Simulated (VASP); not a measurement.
# Hg (P6_3/mmc) in VASP: a series of runs

The runs below take Hg through single point, with PBEsol.

Everything below comes from runs of VASP 6.6.1. Logs are shortened: lines on timing, memory, paths and dates and some standing lists are left out, and cuts for length are marked.

### Step 1. The cell of the first run

Symmetry: P6_3/mmc, No. 194, hexagonal system. The conventional cell has a = 3.462 Å, b = 3.462 Å, c = 5.488 Å, α = 90.00°, β = 90.00°, γ = 120.00°. Hg (site symmetry -6m2) has 12 Hg at 3.39 to 3.46 Å within 4.5 Å.

### Step 2. Single point, PBEsol

The input, INCAR:

```
PREC = Accurate ; ENCUT = 520
EDIFF = 1E-6 ; ISMEAR = 1
SIGMA = 0.1 ; LREAL = False
LASPH = True ; NELM = 80
ALGO = Normal ; ISIF = 2
LWAVE = False ; LCHARG = False
GGA = PS ; NBANDS = 19
```

The input, KPOINTS:

```
Automatic mesh
0
Gamma
  3 3 2
```

The input, POSCAR:

```
Hg
1.0
    3.4618100000      0.0000000000      0.0000000000
   -1.7309050000      2.9980154031      0.0000000000
    0.0000000000      0.0000000000      5.4875480000
Hg
2
Direct
    0.6666666667      0.3333333333      0.7500000000
    0.3333333333      0.6666666667      0.2500000000
```

Potentials or basis: VASP PAW PBE potentials, release 64 (Hg).

Started as:

```console
> cat potpaw_PBE.64/Hg/POTCAR > POTCAR
> mpirun -np 1 vasp_std > vasp.out
```

OUTCAR:

```text
PREC = Accurate
   ENCUT = 520
   EDIFF = 1E-6
   ISMEAR = 1
   LREAL = False
   LASPH = True
   NELM = 80
   ISIF = 2
   GGA = PS

 ion  position               nearest neighbor table
   1  0.667  0.333  0.750-   2 3.39   2 3.39   2 3.39   2 3.39   2 3.39   2 3.39
   2  0.333  0.667  0.250-   1 3.39   1 3.39   1 3.39   1 3.39   1 3.39   1 3.39

  LATTYP: Found a hexagonal cell.
 ALAT       =     3.4618100000
 C/A-ratio  =     1.5851672969

  Lattice vectors:

 A1 = (   3.4618100000,   0.0000000000,   0.0000000000)
 A2 = (  -1.7309050000,   2.9980154031,   0.0000000000)
 A3 = (   0.0000000000,   0.0000000000,   5.4875480000)

Analysis of symmetry for initial positions (statically):
=====================================================================
 Subroutine PRICEL returns:
 Original cell was already a primitive cell.

 Routine SETGRP: Setting up the symmetry group for a
 hexagonal supercell.

 Subroutine GETGRP returns: Found 24 space group operations
 (whereof 12 operations were pure point group operations)
 out of a pool of 24 trial point group operations.

The static configuration has the point symmetry D_3d.
 The point group associated with its full space group is D_6h.

Analysis of symmetry for dynamics (positions and initial velocities):
=====================================================================
 Subroutine PRICEL returns:
 Original cell was already a primitive cell.

 Routine SETGRP: Setting up the symmetry group for a
 hexagonal supercell.

 Subroutine GETGRP returns: Found 24 space group operations
 (whereof 12 operations were pure point group operations)
 out of a pool of 24 trial point group operations.

The dynamic configuration has the point symmetry D_3d.
 The point group associated with its full space group is D_6h.

 Subroutine INISYM returns: Found 24 space group operations
 (whereof 12 operations are pure point group operations),
 and found     1 'primitive' translations

----------------------------------------------------------------------------------------

                                     Primitive cell

  volume of cell :      56.9528

  direct lattice vectors                    reciprocal lattice vectors
     3.461810000  0.000000000  0.000000000     0.288866229  0.166776995  0.000000000
    -1.730905000  2.998015403  0.000000000     0.000000000  0.333553990  0.000000000
     0.000000000  0.000000000  5.487548000     0.000000000  0.000000000  0.182230752

  length of vectors
     3.461810000  3.461810000  5.487548000     0.333553990  0.333553990  0.182230752

  position of ions in fractional coordinates (direct lattice)
     0.666666667  0.333333333  0.750000000
     0.333333333  0.666666667  0.250000000

  ion indices of the primitive-cell ions
   primitive index   ion index
                 1           1
                 2           2

----------------------------------------------------------------------------------------

 KPOINTS: Automatic mesh

Automatic generation of k-mesh.
 Grid dimensions read from file:
 generate k-points for:    3    3    2

 Generating k-lattice:

  Cartesian coordinates                     Fractional coordinates (reciprocal lattice)
     0.096288743  0.055592332  0.000000000     0.333333333 -0.000000000  0.000000000
     0.000000000  0.111184663  0.000000000     0.000000000  0.333333333  0.000000000
     0.000000000  0.000000000  0.091115376     0.000000000  0.000000000  0.500000000

  Length of vectors
     0.111184663  0.111184663  0.091115376

  Shift w.r.t. Gamma in fractional coordinates (k-lattice)
     0.000000000  0.000000000  0.000000000

 Subroutine IBZKPT returns following result:
 ===========================================

 Found      6 irreducible k-points:

 Following reciprocal coordinates:
            Coordinates               Weight
  0.000000  0.000000  0.000000      1.000000
  0.333333  0.000000  0.000000      6.000000
  0.333333  0.333333  0.000000      2.000000
  0.000000  0.000000  0.500000      1.000000
  0.333333  0.000000  0.500000      6.000000
  0.333333  0.333333  0.500000      2.000000
   k-points           NKPTS =      6   k-points in BZ     NKDIM =      6   number of bands    NBANDS=     19
   number of dos      NEDOS =    301   number of ions     NIONS =      2
   total plane-waves  NPLWV =  32928
   dimension x,y,z NGX =    28 NGY =   28 NGZ =   42
   dimension x,y,z NGXF=    56 NGYF=   56 NGZF=   84
   ions per type =               2
   NGX,Y,Z   is equivalent  to a cutoff of  13.45, 13.45, 12.72 a.u.
   NGXF,Y,Z  is equivalent  to a cutoff of  26.89, 26.89, 25.45 a.u.
 SYSTEM =  unknown system
   PREC   = accura    normal or accurate (medium, high low for compatibility)
   ISTART =      0    job   : 0-new  1-cont  2-samecut
   ICHARG =      2    charge: 1-file 2-atom 10-const
   ISPIN  =      1    spin polarized calculation?
   LNONCOLLINEAR =      F non collinear calculations
   LSORBIT =      F    spin-orbit coupling
   LASPH  =      T    aspherical Exc in radial PAW
   ENCUT  =  520.0 eV  38.22 Ry    6.18 a.u.   6.44  6.44 10.20*2*pi/ulx,y,z
   NELM   =     80;   NELMIN=  2; NELMDL= -5     # of ELM steps
   EDIFF  = 0.1E-05   stopping-criterion for ELM
   LREAL  =      F    real-space projection
   EDIFFG = 0.1E-04   stopping-criterion for IOM
   NSW    =      0    number of steps for IOM
   IBRION =     -1    ionic relax: 0-MD 1-quasi-New 2-CG
   NFREE  =      0    steps in history (QN), initial steepest desc. (CG)
   ISIF   =      2    stress and relaxation
   ISYM   =      2    0-nonsym 1-usesym 2-fastsym
   POTIM  = 0.5000    time-step for ionic-motion
   TEBEG  =    0.0;   TEEND  =   0.0 temperature during run
   PSTRESS=    0.0 pullay stress
   NELECT =      24.0000    total number of electrons
   NUPDOWN=      -1.0000    fix difference up-down
   EMIN   =  10.00;   EMAX   =-10.00  energy-range for DOS
   EFERMI =   0.00;   METHOD = LEGACY
   ISMEAR =     1;   SIGMA  =   0.10  broadening in eV -4-tet -1-fermi 0-gaus
   EFERMI_NEDOS =   21; number of points for ismear=-14 and -15
   IALGO  =     38    algorithm
   IMIX   =      4    mixing-type and parameters
     AMIX     =   0.40;   BMIX     =  1.00
     AMIX_MAG =   1.60;   BMIX_MAG =  1.00
  volume/ion in A,a.u.               =      28.48       192.17
  Fermi-wavevector in a.u.,A,eV,Ry     =   1.227364  2.319382 20.496126  1.506423
  Thomas-Fermi vector in A             =   2.362330
   LORBIT       =      0    0 simple, 1 ext, 2 COOP (PROOUT), +10 PAW based schemes
   GGA     = PS    functional components
   LHFCALC =     F    Hartree Fock is set to
   AEXX    =    0.0000 exact exchange contribution
   IVDW    =     0    specifies the selected vdW correction
   LEPSILON=     F    determine dielectric tensor
   LRPA    =     F    only Hartree local field effects (RPA)
 non-spin polarized calculation
 Methfessel and Paxton  Order N= 1 SIGMA  =   0.10
  energy-cutoff  :      520.00
  volume of cell :       56.95
 maximum number of plane-waves:      1544
 NGX is ok and might be reduce to    28
   NGX = 13   NGY = 13   NGZ = 21

 number of electron      24.0000000 magnetization

 Free energy of the ion-electron system (eV)
  ---------------------------------------------------
  ext. energy  EPLUGINS =         0.00000000
  ---------------------------------------------------
  free energy    TOTEN  =        -0.87770864 eV

  energy without entropy =       -0.87349796  energy(sigma->0) =       -0.87630508

 E-fermi :   0.6082     XC(G=0): -10.0293

 val. band max:        0.5654259773   @ k =   0.3333   0.0000   0.0000
 cond. band min:       2.1535663547   @ k =   0.3333   0.3333   0.0000
 fundamental gap:      1.5881403773
 Fermi energy:         0.6082426496

 k-point     1 :       0.0000    0.0000    0.0000
  band No.  band energies     occupation
      1      -6.4640      2.00000
      2      -5.8233      2.00000
      3      -5.1780      2.00000
      4      -5.1780      2.00000
      5      -5.1588      2.00000
      6      -5.0800      2.00000
[... 11 lines left out ...]
     18      13.9928      0.00000
     19      14.5054      0.00000

 k-point     2 :       0.3333    0.0000    0.0000
  band No.  band energies     occupation
      1      -5.7115      2.00000
      2      -5.6060      2.00000
      3      -5.4334      2.00000
      4      -5.1988      2.00000
      5      -5.0164      2.00000
      6      -4.8872      2.00000
[... 11 lines left out ...]
     18      12.2173      0.00000
     19      12.9306      0.00000

 k-point     3 :       0.3333    0.3333    0.0000
  band No.  band energies     occupation
      1      -5.6472      2.00000
      2      -5.3498      2.00000
      3      -5.3498      2.00000
      4      -5.1259      2.00000
      5      -5.1259      2.00000
      6      -5.1173      2.00000
[... 11 lines left out ...]
     18       6.9287      0.00000
     19      10.1010      0.00000

 k-point     4 :       0.0000    0.0000    0.5000
  band No.  band energies     occupation
      1      -5.6656      2.00000
      2      -5.6656      2.00000
      3      -5.2254      2.00000
      4      -5.2254      2.00000
      5      -5.2254      2.00000
      6      -5.2254      2.00000
[... 11 lines left out ...]
     18      12.8517      0.00000
     19      13.7525      0.00000

 k-point     5 :       0.3333    0.0000    0.5000
  band No.  band energies     occupation
      1      -5.6414      2.00000
      2      -5.6414      2.00000
      3      -5.4144      2.00000
      4      -5.4144      2.00000
      5      -4.8897      2.00000
      6      -4.8897      2.00000
[... 11 lines left out ...]
     18       9.9508      0.00000
     19      12.5201      0.00000

 k-point     6 :       0.3333    0.3333    0.5000
  band No.  band energies     occupation
      1      -5.5365      2.00000
      2      -5.5365      2.00000
      3      -5.1969      2.00000
      4      -5.1969      2.00000
      5      -5.0004      2.00000
      6      -5.0004      2.00000
[... 11 lines left out ...]
     18      11.6384      0.00000
     19      14.5009      0.00000

------------------------ aborting loop because EDIFF is reached ----------------------------------------

  FORCE on cell =-STRESS in cart. coord.  units (eV):
  Direction    XX          YY          ZZ          XY          YZ          ZX
  --------------------------------------------------------------------------------------
  -------------------------------------------------------------------------------------
  Total       -1.4481194     -1.4481194      0.8239669      0.0000000      0.0000000      0.0000000
  in kB      -40.7379841    -40.7379841     23.1795474      0.0000000      0.0000000      0.0000000
  external PRESSURE =     -19.4321403 kB  Pullay stress =       0.0000000 kB

 VOLUME and BASIS-vectors are now :
 -----------------------------------------------------------------------------
  energy-cutoff  :      520.00
  volume of cell :       56.95
      direct lattice vectors                 reciprocal lattice vectors
     3.461810000  0.000000000  0.000000000     0.288866229  0.166776995  0.000000000
    -1.730905000  2.998015403  0.000000000     0.000000000  0.333553990  0.000000000
     0.000000000  0.000000000  5.487548000     0.000000000  0.000000000  0.182230752

 POSITION                                       TOTAL-FORCE (eV/Angst)
 -----------------------------------------------------------------------------------
      1.73091      0.99934      4.11566         0.000000      0.000000      0.000000
     -0.00000      1.99868      1.37189        -0.000000     -0.000000      0.000000
 -----------------------------------------------------------------------------------
    total drift:                               -0.000000      0.000000     -0.000000

  FREE ENERGIE OF THE ION-ELECTRON SYSTEM (eV)
  ---------------------------------------------------
  free  energy   TOTEN  =        -0.8777086420 eV

  energy  without entropy=       -0.8734979593  energy(sigma->0) =       -0.87630508
```

Wall time 5.3 s (1 thread of Intel Xeon 6975P-C, shared host); peak memory 0.17 GiB.

What came out:

| Item | Value |
| --- | --- |
| Free energy | -0.8777 eV |
| Pressure | -1.9 GPa |
| Band gap on the k mesh | zero (band 12 reaches 0.57 eV, above the bottom of band 13 at 0.44 eV) |

Levels at points of the mesh, in eV from the Fermi level:
```
           k point  band 8  band 9  band 10  band 11  band 12  band 13  band 14  band 15  band 16  band 17
(0.00, 0.00, 0.00)   -5.59   -5.59    -5.07    -5.07    -1.06    -0.16    11.24    11.24    12.88    13.38
(0.00, 0.00, 0.50)   -5.23   -5.23    -5.23    -5.23    -5.23     6.80     6.80    12.24    12.24    12.24
```

Caveat: the k points lie up to 0.70 Å⁻¹ apart; the PAW data sets were made with another functional, which shifts forces and pressure a little; spin-orbit coupling is left out, which moves the levels of the heavy elements.

### Step 3. Single point, PBEsol

The input, INCAR:

```
PREC = Accurate
ENCUT = 520
EDIFF = 1E-7
ISMEAR = 1
SIGMA = 0.1
LREAL = F
LASPH = T
NELM = 80
ALGO = Normal
ISIF = 2
LWAVE = F
LCHARG = T
GGA = PS
LELF = T
LVHAR = T
NBANDS = 19
```

The input, KPOINTS:

```
regular mesh
0
Gamma
  5 5 3
```

POSCAR is that of step 2.

Potentials or basis: VASP PAW PBE potentials, release 64 (Hg).

Started as:

```console
> cat potpaw_PBE.64/Hg/POTCAR > POTCAR
> mpirun -np 1 vasp_std > vasp.out
```

Wall time 6.3 s (1 thread of Intel Xeon 6975P-C, shared host); peak memory 0.18 GiB.

It converged, with:

```yaml
Free_energy: -0.9779 eV
Pressure: -2.4 GPa
Band_gap_on_the_k_mesh: zero (band 12 reaches 0.65 eV, above the bottom of band 13 at 0.43 eV)
```

Stress tensor (GPa, compression positive):
```
-2.53  0.00  0.00
 0.00 -2.53  0.00
 0.00  0.00 -2.17
```

Levels at points of the mesh, in eV from the Fermi level:
| k point | band 9 | band 10 | band 11 | band 12 | band 13 | band 14 | band 15 | band 16 |
| --- | --- | --- | --- | --- | --- | --- | --- | --- |
| (0.00, 0.00, 0.00) | -5.67 | -5.16 | -5.16 | -1.15 | -0.27 | 11.14 | 11.14 | 12.77 |

Caveat: the k points lie up to 0.42 Å⁻¹ apart; the PAW data sets were made with another functional, which shifts forces and pressure a little; spin-orbit coupling is left out, which moves the levels of the heavy elements.

### Step 4. Single point, PBEsol

The input, INCAR:

```
PREC = Accurate ; ENCUT = 520
EDIFF = 1E-6 ; ISMEAR = 1
SIGMA = 0.1 ; LREAL = F
LASPH = T ; NELM = 100
ALGO = Normal ; ISIF = 2
LWAVE = F ; LCHARG = T
GGA = PS ; LELF = T
LVHAR = T ; NBANDS = 19
```

The input, KPOINTS:

```
Automatic mesh
0
Gamma
  6 6 4
```

POSCAR is that of step 3.

Started as:

```console
> cat potpaw_PBE.64/Hg/POTCAR > POTCAR
> mpirun -np 1 vasp_std > vasp.out
```

It took 9.8 s on 1 thread of Intel Xeon 6975P-C, shared host; peak memory 0.17 GiB.

The run converged. Its results:

| Quantity | Value |
| --- | --- |
| Free energy | -0.9855 eV |
| Pressure | -2.1 GPa |
| Band gap on the k mesh | zero (band 12 reaches 0.57 eV, above the bottom of band 13 at 0.43 eV) |

Stress tensor (GPa, compression positive):
```
-2.10  0.00  0.00
 0.00 -2.10  0.00
 0.00  0.00 -2.19
```

Levels at points of the mesh, in eV from the Fermi level:
```tsv
k point	band 10	band 11	band 12	band 13	band 14	band 15
(0.00, 0.00, 0.00)	-5.05	-5.05	-1.05	-0.17	11.24	11.24
(0.50, 0.00, 0.00)	-4.96	-2.01	-1.44	2.77	3.58	4.40
(0.00, 0.00, 0.50)	-5.21	-5.21	-5.21	6.80	6.80	12.25
(0.50, 0.00, 0.50)	-5.00	-0.91	-0.91	0.51	0.51	8.67
```

Caveat: the PAW data sets were made with another functional, which shifts forces and pressure a little; spin-orbit coupling is left out, which moves the levels of the heavy elements.

### Step 5. Single point, PBEsol

The input, INCAR:

```
PREC = Accurate ; ENCUT = 520
EDIFF = 1E-6 ; ISMEAR = 1
SIGMA = 0.1 ; LREAL = False
LASPH = True ; NELM = 60
ALGO = Normal ; ISIF = 2
LWAVE = False ; LCHARG = False
GGA = PS ; NBANDS = 19
```

The input, KPOINTS:

```
Automatic mesh
0
Gamma
  7 7 4
```

POSCAR is that of step 4.

Started as:

```console
> cat potpaw_PBE.64/Hg/POTCAR > POTCAR
> mpirun -np 1 vasp_std > vasp.out
```

Run time: 13 s. Hardware: 1 thread of Intel Xeon 6975P-C, shared host; peak memory 0.18 GiB.

The run converged. Its results:

```yaml
Free_energy: -0.9927 eV
Pressure: -2.2 GPa
Band_gap_on_the_k_mesh: zero (band 12 reaches 0.74 eV, above the bottom of band 13 at 0.43 eV)
```

Stress tensor (GPa, compression positive):
```
-2.23  0.00  0.00
 0.00 -2.23  0.00
 0.00  0.00 -1.99
```

Levels at points of the mesh, in eV from the Fermi level:
```
           k point  band 9  band 10  band 11  band 12  band 13  band 14  band 15  band 16
(0.00, 0.00, 0.00)   -5.77    -5.25    -5.25    -1.25    -0.37    11.04    11.04    12.67
(0.00, 0.00, 0.50)   -5.41    -5.41    -5.41    -5.41     6.60     6.60    12.05    12.05
```

Caveat: the PAW data sets were made with another functional, which shifts forces and pressure a little; spin-orbit coupling is left out, which moves the levels of the heavy elements.

(Continued in part 2 of 2.)
